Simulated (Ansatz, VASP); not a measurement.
**CdS in VASP and in Ansatz**

File POSCAR:

```
CdS
1.0
    4.3153598342      0.0000000000      0.0000000000
   -2.1576799171      3.7372112429      0.0000000000
    0.0000000000      0.0000000000      6.5245716919
Cd S
2 2
Direct
    0.3333333333      0.6666666667     -0.0093585290
    0.6666666667      0.3333333333      0.4906414710
    0.3333333333      0.6666666667      0.3843585290
    0.6666666667      0.3333333333      0.8843585290
```

The input INCAR.step1:

```
  PREC = Accurate
  ENCUT = 520
  ISMEAR = 0
  SIGMA = 0.01
  LREAL = False
  LASPH = True
  NELM = 100
  NBANDS = 26
  GGA = PE
  ALGO = Normal
  EDIFF = 1E-4
  LWAVE = True
  LCHARG = False
```

File INCAR.step2:

```
  PREC = Accurate
  ENCUT = 520
  EDIFF = 1E-7
  ISMEAR = 0
  SIGMA = 0.01
  LREAL = False
  LASPH = True
  NELM = 100
  ALGO = Normal
  ISIF = 2
  LWAVE = False
  LCHARG = True
  METAGGA = R2SCAN
  LMIXTAU = True
  LELF = True
  LVHAR = True
  NBANDS = 26
  ISTART = 1
```

Contents of KPOINTS:

```
regular mesh
0
Gamma
  12 12 4
```

Input for Ansatz:

```yaml
crystal:
  lattice:
    - [4.3153598342, 0.0, 0.0]
    - [-2.1576799171, 3.7372112429, 0.0]
    - [0.0, 0.0, 6.5245716919]
  atoms:
    - { symbol: Cd, position: [0.3333333333, 0.6666666667, -0.009358529] }
    - { symbol: Cd, position: [0.6666666667, 0.3333333333, 0.490641471] }
    - { symbol: S, position: [0.3333333333, 0.6666666667, 0.384358529] }
    - { symbol: S, position: [0.6666666667, 0.3333333333, 0.884358529] }
kpoints:
  mp_grid: { grid: [12, 12, 4] }
  band_path:
    path:
      - [0.0, 0.0, 0.0]
      - [0.5, 0.0, 0.0]
      - [0.3333333333, 0.3333333333, 0.0]
      - [0.0, 0.0, 0.5]
      - [0.5, 0.0, 0.5]
      - [0.3333333333, 0.3333333333, 0.5]
    npoints: 1
hamiltonian:
  xc: r2scan
scf:
  occupations: { method: fixed }
  n_extra_bands: 5
output:
  forces: true
  stress: true
  eigenvalues: true
```

Change from the starting cell: epitaxial_xy strain +3.6%.

Alike in both runs: task single point; functional r2SCAN; k mesh 12 × 12 × 4; no spin polarisation.

```csv
,VASP,Ansatz
version,VASP 6.6.1,Ansatz 0.2.0
potentials or method,"VASP PAW PBE potentials, release 64 (Cd, S)","plane waves, PAW"
plane-wave cutoff (eV),520,500
occupations,"gaussian, width 0.01 eV",fixed
valence electrons in the cell,36,52
```

Ansatz gave:

| Item | Value |
| --- | --- |
| gap on the k mesh at the Fermi level (eV) | 1.49 |
| pressure (GPa) | -2.1 |
| traceless stress, the component that is largest in VASP (GPa) | 2.11 |
| rms of the force components (eV/Å) | 0.002 |

Estimate VASP's values.

gap on the k mesh at the Fermi level (eV): 1.48; pressure (GPa): -1.8; traceless stress, the component that is largest in VASP (GPa): 2.14; rms of the force components (eV/Å): 0.005.

VASP's potentials were made for PBE, not for r2SCAN. Atom by atom the forces differ by 0.003 eV/Å (rms over components). VASP's potentials hold 36 valence electrons a cell and Ansatz's 52, so a difference there can come from the potentials and not from the codes.
